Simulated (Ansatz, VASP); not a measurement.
# Zn in VASP and in Ansatz

File INCAR:

```
SYSTEM = Zn
PREC = Accurate
ENCUT = 520
EDIFF = 1E-7
ISMEAR = 0
SIGMA = 0.15
LREAL = .FALSE.
LASPH = .TRUE.
NELM = 60
ALGO = Normal
ISIF = 2
LWAVE = .FALSE.
LCHARG = .TRUE.
GGA = PS
LELF = .TRUE.
LVHAR = .TRUE.
NBANDS = 12
```

The input KPOINTS:

```
regular mesh
0
G
  22 22 22
  0 0 0
```

Contents of POSCAR:

```
Zn
1.0
   -1.5698454146      1.5698454146      1.5698454146
    1.5698454146     -1.5698454146      1.5698454146
    1.5698454146      1.5698454146     -1.5698454146
Zn
1
Direct
    0.0000000000      0.0000000000      0.0000000000
```

Input for Ansatz:

```yaml
crystal:
  lattice:
    - [-1.5698454146, 1.5698454146, 1.5698454146]
    - [1.5698454146, -1.5698454146, 1.5698454146]
    - [1.5698454146, 1.5698454146, -1.5698454146]
  atoms:
    - { symbol: Zn, position: [0.0, 0.0, 0.0] }
basis:
  ecutwfc: 520.0
kpoints:
  mp_grid: { grid: [22, 22, 22] }
hamiltonian:
  xc: pbesol
scf:
  occupations: { method: gaussian, width: 0.15 }
output:
  forces: true
  stress: true
  eigenvalues: true
```

Alike in both runs: task single point; functional PBEsol; k mesh 22 × 22 × 22; occupations gaussian, width 0.15 eV; no spin polarisation.

|  | VASP | Ansatz |
| --- | --- | --- |
| version | VASP 6.6.1 | Ansatz 0.2.0 |
| potentials or method | VASP PAW PBE potentials, release 64 (Zn), cutoff 520 eV | scalar-relativistic, plane waves, PAW |
| valence electrons in the cell | 12 | 12 |

Ansatz gave:

- gap on the k mesh at the Fermi level (eV): none
- pressure (GPa): -5.1

Which values does VASP return?

gap on the k mesh at the Fermi level (eV): none; pressure (GPa): -4.9.

VASP's potentials were made for PBE, not for PBEsol. A gap of «none» marks a metal or a gap that the smearing closes.
